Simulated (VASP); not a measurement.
Bi:

```xyz
1
Lattice="-1.9814 1.9814 1.9814 1.9814 -1.9814 1.9814 1.9814 1.9814 -1.9814" Properties=species:S:1:pos:R:3 pbc="T T T"
Bi    0.0000    0.0000    0.0000
```

| Quantity | Value |
| --- | --- |
| Program | VASP 6.6.1 |
| Task | relaxation of cell and atoms |
| Functional | LDA |
| Potentials or basis | VASP PAW LDA potentials, release 64 (Bi_d) |
| Cutoff | 600 eV |
| k mesh | 16 × 16 × 16 |
| Occupations | gaussian, width 0.1 eV |
| Spin | no spin polarisation |

At the start: pressure -3.2 GPa; volume 31.12 Å³/atom.

Task: How do energy, volume and symmetry change on relaxing?

Result: Over 17 steps the energy falls by 19.1 meV/atom and the volume is 29.23 Å³/atom (-6.1 %); space group Im-3m (No. 229, to 0.05 Å).

Step by step:
```tsv
step	energy change (eV)	largest force (eV/Å)	pressure (GPa)	volume (Å³)
1	0.0000	0.0000	-3.16	31.12
2	-0.0134	0.0000	2.10	28.44
3	-0.0192	0.0000	0.04	29.32
4	-0.0192	0.0000	0.05	29.35
5	-0.0140	0.0000	-1.76	30.23
6	-0.0191	0.0000	-0.14	29.39
7	-0.0191	0.0000	-0.13	29.38
8	-0.0191	0.0000	-0.14	29.37
9	-0.0191	0.0000	-0.09	29.37
10	-0.0191	0.0000	-0.10	29.37
11	-0.0191	0.0000	-0.12	29.37
12	-0.0191	0.0000	-0.14	29.37
13	-0.0191	0.0000	-0.09	29.36
14	-0.0192	0.0000	-0.09	29.35
15	-0.0192	0.0000	-0.07	29.34
16	-0.0192	0.0000	-0.05	29.30
17	-0.0191	0.0000	0.01	29.23
```

Final structure:
```
CELL_PARAMETERS angstrom
-1.94048 1.94048 1.94048
1.94048 -1.94048 1.94048
1.94048 1.94048 -1.94048
ATOMIC_POSITIONS crystal
Bi 0.00000 0.00000 0.00000
```
